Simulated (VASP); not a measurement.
# BiAsS (P6_3/mmc) in VASP: notebook, part 2 of 2

VASP 6.6.1. Earlier steps stand in the parts before.

**3. Single point, PBE**

This run uses another cell than the first one, of 29.63 Å³/atom, 1.278 times its volume.

Input file INCAR:

```
SYSTEM = BiAsS
ALGO     = Normal         ! electronic algorithm
EDIFF    = 1E-7           ! SCF threshold, eV
ENCUT    = 520            ! plane-wave cutoff, eV
GGA      = PE             ! functional
ISIF     = 2              ! what is computed and relaxed
ISMEAR   = 0              ! smearing method
LASPH    = .TRUE.         ! aspherical terms in the spheres
LCHARG   = .TRUE.         ! write CHGCAR
LELF     = .TRUE.         ! ELF
LREAL    = .FALSE.        ! projectors in reciprocal space
LVHAR    = .TRUE.       
LWAVE    = .FALSE.        ! write WAVECAR
NBANDS   = 35             ! bands
NELM     = 80             ! most SCF steps
PREC     = Accurate       ! precision mode
SIGMA    = 0.1            ! smearing width, eV
```

Input file KPOINTS:

```
k-points
0
G
  6 6 2
  0 0 0
```

Input file POSCAR:

```
BiAsS
1.0
    4.7008133100      0.0000000000      0.0000000000
   -2.3504066600      4.0710237500      0.0000000000
    0.0000000000      0.0000000000      9.2883938000
Bi As S
2 2 2
Direct
    0.0000000000      0.0000000000      0.5000000000
    0.0000000000      0.0000000000      0.0000000000
    0.3333333300      0.6666666700      0.2500000000
    0.6666666700      0.3333333300      0.7500000000
    0.6666666700      0.3333333300      0.2500000000
    0.3333333300      0.6666666700      0.7500000000
```

Potentials or basis: VASP PAW PBE potentials, release 64 (Bi_d, As, S).

Run with:

```sh
$ cat potpaw_PBE.64/Bi_d/POTCAR potpaw_PBE.64/As/POTCAR potpaw_PBE.64/S/POTCAR > POTCAR
$ mpirun -np 1 vasp_std > vasp.out
```

OUTCAR:

```text
SYSTEM = BiAsS
   EDIFF = 1E-7
   ENCUT = 520
   GGA = PE
   ISIF = 2
   ISMEAR = 0
   LASPH = .TRUE.
   LREAL = .FALSE.
   NELM = 80
   PREC = Accurate

 ion  position               nearest neighbor table
   1  0.000  0.000  0.500-
   2  0.000  0.000  0.000-
   3  0.333  0.667  0.250-   5 2.71   5 2.71   5 2.71
   4  0.667  0.333  0.750-   6 2.71   6 2.71   6 2.71
   5  0.667  0.333  0.250-   3 2.71   3 2.71   3 2.71
   6  0.333  0.667  0.750-   4 2.71   4 2.71   4 2.71

  LATTYP: Found a hexagonal cell.
 ALAT       =     4.7008133100
 C/A-ratio  =     1.9759120789

  Lattice vectors:

 A1 = (   4.7008133100,   0.0000000000,   0.0000000000)
 A2 = (  -2.3504066600,   4.0710237500,   0.0000000000)
 A3 = (   0.0000000000,   0.0000000000,   9.2883938000)

Analysis of symmetry for initial positions (statically):
=====================================================================
 Subroutine PRICEL returns:
 Original cell was already a primitive cell.

 Routine SETGRP: Setting up the symmetry group for a
 hexagonal supercell.

 Subroutine GETGRP returns: Found 24 space group operations
 (whereof 12 operations were pure point group operations)
 out of a pool of 24 trial point group operations.

The static configuration has the point symmetry D_3d.
 The point group associated with its full space group is D_6h.

Analysis of symmetry for dynamics (positions and initial velocities):
=====================================================================
 Subroutine PRICEL returns:
 Original cell was already a primitive cell.

 Routine SETGRP: Setting up the symmetry group for a
 hexagonal supercell.

 Subroutine GETGRP returns: Found 24 space group operations
 (whereof 12 operations were pure point group operations)
 out of a pool of 24 trial point group operations.

The dynamic configuration has the point symmetry D_3d.
 The point group associated with its full space group is D_6h.

 Subroutine INISYM returns: Found 24 space group operations
 (whereof 12 operations are pure point group operations),
 and found     1 'primitive' translations

----------------------------------------------------------------------------------------

                                     Primitive cell

  volume of cell :     177.7531

  direct lattice vectors                    reciprocal lattice vectors
     4.700813310  0.000000000  0.000000000     0.212729146  0.122819230  0.000000000
    -2.350406660  4.071023750  0.000000000     0.000000000  0.245638459  0.000000000
     0.000000000  0.000000000  9.288393800     0.000000000  0.000000000  0.107661241

  length of vectors
     4.700813310  4.700813317  9.288393800     0.245638459  0.245638459  0.107661241

  position of ions in fractional coordinates (direct lattice)
     0.000000000  0.000000000  0.500000000
     0.000000000  0.000000000  0.000000000
     0.333333330  0.666666670  0.250000000
     0.666666670  0.333333330  0.750000000
     0.666666670  0.333333330  0.250000000
     0.333333330  0.666666670  0.750000000

  ion indices of the primitive-cell ions
   primitive index   ion index
[... 37 lines left out ...]
  0.333333  0.000000  0.000000      6.000000
  0.500000 -0.000000  0.000000      3.000000
  0.166667  0.166667  0.000000      6.000000
  0.333333  0.166667  0.000000     12.000000
  0.333333  0.333333  0.000000      2.000000
  0.000000  0.000000  0.500000      1.000000
  0.166667  0.000000  0.500000      6.000000
  0.333333  0.000000  0.500000      6.000000
  0.500000 -0.000000  0.500000      3.000000
  0.166667  0.166667  0.500000      6.000000
  0.333333  0.166667  0.500000     12.000000
  0.333333  0.333333  0.500000      2.000000
   k-points           NKPTS =     14   k-points in BZ     NKDIM =     14   number of bands    NBANDS=     35
   number of dos      NEDOS =    301   number of ions     NIONS =      6
   total plane-waves  NPLWV =  90720
   dimension x,y,z NGX =    36 NGY =   36 NGZ =   70
   dimension x,y,z NGXF=    72 NGYF=   72 NGZF=  140
   ions per type =               2   2   2
   NGX,Y,Z   is equivalent  to a cutoff of  12.73, 12.73, 12.53 a.u.
   NGXF,Y,Z  is equivalent  to a cutoff of  25.46, 25.46, 25.06 a.u.
 SYSTEM =  BiAsS
   PREC   = accura    normal or accurate (medium, high low for compatibility)
   ISTART =      0    job   : 0-new  1-cont  2-samecut
   ICHARG =      2    charge: 1-file 2-atom 10-const
   ISPIN  =      1    spin polarized calculation?
   LNONCOLLINEAR =      F non collinear calculations
   LSORBIT =      F    spin-orbit coupling
   LASPH  =      T    aspherical Exc in radial PAW
   ENCUT  =  520.0 eV  38.22 Ry    6.18 a.u.   8.74  8.74 17.27*2*pi/ulx,y,z
   NELM   =     80;   NELMIN=  2; NELMDL= -5     # of ELM steps
   EDIFF  = 0.1E-06   stopping-criterion for ELM
   LREAL  =      F    real-space projection
   EDIFFG = 0.1E-05   stopping-criterion for IOM
   NSW    =      0    number of steps for IOM
   IBRION =     -1    ionic relax: 0-MD 1-quasi-New 2-CG
   NFREE  =      0    steps in history (QN), initial steepest desc. (CG)
   ISIF   =      2    stress and relaxation
   ISYM   =      2    0-nonsym 1-usesym 2-fastsym
   POTIM  = 0.5000    time-step for ionic-motion
   TEBEG  =    0.0;   TEEND  =   0.0 temperature during run
   PSTRESS=    0.0 pullay stress
   NELECT =      52.0000    total number of electrons
   NUPDOWN=      -1.0000    fix difference up-down
   EMIN   =  10.00;   EMAX   =-10.00  energy-range for DOS
   EFERMI =   0.00;   METHOD = LEGACY
   ISMEAR =     0;   SIGMA  =   0.10  broadening in eV -4-tet -1-fermi 0-gaus
   EFERMI_NEDOS =   21; number of points for ismear=-14 and -15
   IALGO  =     38    algorithm
   IMIX   =      4    mixing-type and parameters
     AMIX     =   0.40;   BMIX     =  1.00
     AMIX_MAG =   1.60;   BMIX_MAG =  1.00
  volume/ion in A,a.u.               =      29.63       199.92
  Fermi-wavevector in a.u.,A,eV,Ry     =   1.086768  2.053694 16.069362  1.181065
  Thomas-Fermi vector in A             =   2.222912
   LORBIT       =      0    0 simple, 1 ext, 2 COOP (PROOUT), +10 PAW based schemes
   GGA     = PE    functional components
   LHFCALC =     F    Hartree Fock is set to
   AEXX    =    0.0000 exact exchange contribution
   IVDW    =     0    specifies the selected vdW correction
   LEPSILON=     F    determine dielectric tensor
   LRPA    =     F    only Hartree local field effects (RPA)
 non-spin polarized calculation
 Gauss-broadening in eV      SIGMA  =   0.10
  energy-cutoff  :      520.00
  volume of cell :      177.75
 maximum number of plane-waves:      4810
 NGX is ok and might be reduce to    36
   NGX = 17   NGY = 17   NGZ = 35

 number of electron      52.0000024 magnetization

 Free energy of the ion-electron system (eV)
  ---------------------------------------------------
  ext. energy  EPLUGINS =         0.00000000
  ---------------------------------------------------
  free energy    TOTEN  =       -21.71500157 eV

  energy without entropy =      -21.69225802  energy(sigma->0) =      -21.70362979

 E-fermi :   4.2037     XC(G=0):  -9.1950

 val. band max:        4.1666043256   @ k =   0.3333   0.0000   0.0000
 cond. band min:       4.2128487229   @ k =   0.1667   0.0000   0.5000
 fundamental gap:      0.0462443974
 Fermi energy:         4.2037022326

 k-point     1 :       0.0000    0.0000    0.0000
  band No.  band energies     occupation
      1     -18.9974      2.00000
      2     -18.9974      2.00000
      3     -18.9972      2.00000
      4     -18.9972      2.00000
      5     -18.9662      2.00000
      6     -18.9662      2.00000
[... 521 lines left out ...]
     34       8.0643      0.00000
     35      10.7073      0.00000

------------------------ aborting loop because EDIFF is reached ----------------------------------------

  FORCE on cell =-STRESS in cart. coord.  units (eV):
  Direction    XX          YY          ZZ          XY          YZ          ZX
  --------------------------------------------------------------------------------------
  -------------------------------------------------------------------------------------
  Total       -7.3200040     -7.3200040     -9.7693395      0.0000000     -0.0000000      0.0000000
  in kB      -65.9788343    -65.9788345    -88.0559134      0.0000001     -0.0000000      0.0000000
  external PRESSURE =     -73.3378607 kB  Pullay stress =       0.0000000 kB

 VOLUME and BASIS-vectors are now :
 -----------------------------------------------------------------------------
  energy-cutoff  :      520.00
  volume of cell :      177.75
      direct lattice vectors                 reciprocal lattice vectors
     4.700813310  0.000000000  0.000000000     0.212729146  0.122819230  0.000000000
    -2.350406660  4.071023750  0.000000000     0.000000000  0.245638459  0.000000000
     0.000000000  0.000000000  9.288393800     0.000000000  0.000000000  0.107661241

 POSITION                                       TOTAL-FORCE (eV/Angst)
 -----------------------------------------------------------------------------------
      0.00000      0.00000      4.64420        -0.000000     -0.000000      0.000000
      0.00000      0.00000      0.00000        -0.000000     -0.000000      0.000000
     -0.00000      2.71402      2.32210         0.000000     -0.000000      0.000000
      2.35041      1.35701      6.96630        -0.000000      0.000000     -0.000000
      2.35041      1.35701      2.32210        -0.000000      0.000000      0.000000
     -0.00000      2.71402      6.96630         0.000000     -0.000000      0.000000
 -----------------------------------------------------------------------------------
    total drift:                               -0.000000      0.000000      0.000000

  FREE ENERGIE OF THE ION-ELECTRON SYSTEM (eV)
  ---------------------------------------------------
  free  energy   TOTEN  =       -21.7150015658 eV

  energy  without entropy=      -21.6922580217  energy(sigma->0) =      -21.70362979
```

Wall time 93 s (1 thread of Intel Xeon Platinum 8259CL at 2.50GHz (Skylake/Cascade Lake), shared host); peak memory 0.32 GiB.

Results:

```
Free energy            : -21.7150 eV
Pressure               : -7.3 GPa
Band gap on the k mesh : zero (band 26 reaches 4.56 eV, above the bottom of band 27 at 4.17 eV)
```

Stress tensor (GPa, compression positive):
```
-6.60  0.00  0.00
 0.00 -6.60  0.00
 0.00  0.00 -8.81
```

Levels at points of the mesh, in eV from the Fermi level:
| k point | band 22 | band 23 | band 24 | band 25 | band 26 | band 27 | band 28 | band 29 | band 30 | band 31 |
| --- | --- | --- | --- | --- | --- | --- | --- | --- | --- | --- |
| (0.00, 0.00, 0.00) | -2.48 | -1.09 | -1.09 | -0.30 | 0.12 | 0.35 | 0.35 | 0.57 | 0.57 | 0.90 |
| (0.50, 0.00, 0.00) | -2.13 | -1.37 | -0.95 | -0.89 | -0.20 | 0.79 | 0.90 | 0.93 | 1.59 | 2.50 |
| (0.00, 0.00, 0.50) | -3.12 | -0.69 | -0.69 | -0.69 | -0.69 | 0.29 | 0.29 | 1.29 | 1.29 | 2.07 |
| (0.50, 0.00, 0.50) | -3.03 | -1.16 | -1.16 | 0.36 | 0.36 | 0.59 | 0.59 | 1.40 | 1.40 | 2.18 |

Caveat: spin-orbit coupling is left out, which moves the levels of the heavy elements.
